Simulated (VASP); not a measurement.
Wanted: the native input for a VASP 6.6.1 run.

```yaml
Task: single point
Functional: PBE
Potentials_or_basis: VASP PAW PBE potentials, release 64 (Si, O)
Cutoff: 520 eV
k_mesh: 6 × 6 × 6
Occupations: fermi-dirac, width 0.05 eV
Spin: no spin polarisation
Dipole_correction: no
Further_INCAR_settings: ALGO = Normal; EDIFF = 1e-06; NBANDS = 44
```

The structure of SiO2 lies in POSCAR:

```
SiO2
1.0
   -4.4116001309      4.4116001309      2.5764718290
    4.4116001309     -4.4116001309      2.5764718290
    4.4116001309      4.4116001309     -2.5764718290
Si O
4 8
Direct
    0.8231114200      0.8231114200      0.6462228400
    0.1768885800      0.8231114200      0.0000000000
    0.8231114200      0.1768885800      0.0000000000
    0.1768885800      0.1768885800      0.3537771600
    0.0000000000      0.7914513400      0.7914513400
    0.2085486600      0.0000000000      0.2085486600
    0.7914513400      0.0000000000      0.7914513400
    0.0000000000      0.2085486600      0.2085486600
    0.0000000000      0.0000000000      0.5000000000
    0.5000000000      0.0000000000      0.0000000000
    0.0000000000      0.5000000000      0.0000000000
    0.5000000000      0.5000000000      0.5000000000
```

These files were run (other wordings do the same):

INCAR

```
PREC     = Accurate       # precision mode
ENCUT    = 520            # plane-wave cutoff, eV
EDIFF    = 1E-6           # SCF threshold, eV
ISMEAR   = -1             # smearing method
SIGMA    = 0.05           # smearing width, eV
LREAL    = F              # projectors in reciprocal space
LASPH    = T              # aspherical terms in the spheres
NELM     = 100            # most SCF steps
ALGO     = Normal         # electronic algorithm
ISIF     = 2              # what is computed and relaxed
LWAVE    = F              # write WAVECAR
LCHARG   = F              # write CHGCAR
GGA      = PE             # functional
NBANDS   = 44             # bands
```

KPOINTS

```
regular mesh
0
Gamma
  6 6 6
```

Potentials or basis: VASP PAW PBE potentials, release 64 (Si, O).

Run with:

```sh
$ cat potpaw_PBE.64/Si/POTCAR potpaw_PBE.64/O/POTCAR > POTCAR
$ mpirun -np 1 vasp_std > vasp.out
```

It gave:

- Pressure: 10.5 GPa
- Largest force: 0.470 eV/Å
- Band gap on the k mesh: 5.56 eV (least direct gap 5.56 eV)

Caveat: the cell stands under pressure.

Run time: 8 min on 1 thread of Intel Xeon 8259CL, on a shared host, peak memory 0.44 GiB.
